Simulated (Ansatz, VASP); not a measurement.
Two plane-wave programs on ZrC

Contents of INCAR:

```
PREC = Accurate
ENCUT = 520
EDIFF = 1E-6
ISMEAR = 0
SIGMA = 0.15
LREAL = False
LASPH = True
NELM = 100
ALGO = Normal
ISIF = 2
LWAVE = False
LCHARG = False
GGA = PE
NBANDS = 15
```

Contents of KPOINTS:

```
regular mesh
0
Gamma
  18 18 18
```

Contents of POSCAR:

```
ZrC
1.0
    0.0000000000      2.3502100000      2.3149568500
    2.3502100000      0.0000000000      2.3149568500
    2.3502100000      2.3502100000      0.0000000000
Zr C
1 1
Direct
    0.5000000000      0.5000000000      0.5000000000
    0.0000000000      0.0000000000      0.0000000000
```

Input for Ansatz:

```yaml
crystal:
  lattice:
    - [0.0, 2.35021, 2.31495685]
    - [2.35021, 0.0, 2.31495685]
    - [2.35021, 2.35021, 0.0]
  atoms:
    - { symbol: Zr, position: [0.5, 0.5, 0.5] }
    - { symbol: C, position: [0.0, 0.0, 0.0] }
basis:
  ecutwfc: 420
kpoints:
  mp_grid: { grid: [18, 18, 18] }
hamiltonian:
  xc: pbe
scf:
  occupations: { method: gaussian, width: 0.15 }
output:
  forces: true
  stress: true
  eigenvalues: true
```

Change from the starting cell: strain +0.000 along x and y, -0.015 along z, atoms carried along.

Alike in both runs: task single point; functional PBE; k mesh 18 × 18 × 18; occupations gaussian, width 0.15 eV; no spin polarisation.

|  | VASP | Ansatz |
| --- | --- | --- |
| version | VASP 6.6.1 | Ansatz 0.2.0 |
| potentials or method | VASP PAW PBE potentials, release 64 (Zr_sv, C), cutoff 520 eV | scalar-relativistic, plane waves, PAW |
| valence electrons in the cell | 16 | 16 |

|  | VASP | Ansatz | Ansatz less VASP |
| --- | --- | --- | --- |
| gap on the k mesh at the Fermi level (eV) | none | none | - |
| pressure (GPa) | 5.1 | 4.8 | -0.26 |
| traceless stress, the component that is largest in VASP (GPa) | 4.00 | 3.98 | -0.019 |

A gap of «none» marks a metal or a gap that the smearing closes.
